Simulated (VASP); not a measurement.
Write the native input for VASP 6.6.1 that does the following.

- Task: single point
- Functional: PBEsol
- Potentials or basis: VASP PAW PBE potentials, release 64 (Sn_d)
- Cutoff: 520 eV
- k mesh: 18 × 18 × 18
- Occupations: gaussian, width 0.15 eV
- Spin: no spin polarisation
- Dipole correction: no
- Further INCAR settings: ALGO = Fast; EDIFF = 1e-06; NBANDS = 13

The structure of Sn lies in POSCAR:

```
Sn
1.0
   -1.8946518192      1.8946518192      1.9230715965
    1.8946518192     -1.8946518192      1.9230715965
    1.8946518192      1.8946518192     -1.9230715965
Sn
1
Direct
    0.0000000000      0.0000000000      0.0000000000
```

This cell differs from its parent crystal: strain +0.000 along x and y, +0.015 along z.

These files were run (other wordings do the same):

INCAR

```
SYSTEM = Sn
  ALGO = Fast
  EDIFF = 1E-6
  ENCUT = 520
  GGA = PS
  ISIF = 2
  ISMEAR = 0
  LASPH = .True.
  LCHARG = .False.
  LREAL = .False.
  LWAVE = .False.
  NBANDS = 13
  NELM = 80
  PREC = Accurate
  SIGMA = 0.15
```

KPOINTS

```
k-points
0
Gamma
  18 18 18
  0 0 0
```

Potentials or basis: VASP PAW PBE potentials, release 64 (Sn_d).

Command:

```sh
$ cat potpaw_PBE.64/Sn_d/POTCAR > POTCAR
$ mpirun -np 1 vasp_std > vasp.out
```

Results of the run:

```yaml
Pressure: -2.6 GPa
Band_gap_on_the_k_mesh: zero (bands 7 and 8 overlap by 10.15 eV)
```

Caveat: the cell differs from its parent crystal (strain +0.000 along x and y, +0.015 along z); the PAW data sets were made with another functional, which shifts forces and pressure a little; spin-orbit coupling is left out, which moves the levels of the heavy elements.

Wall time 93 s on 1 thread of Intel(R) Xeon(R) 6975P-C (Granite Rapids), with other jobs on the host, peak memory 0.28 GiB.
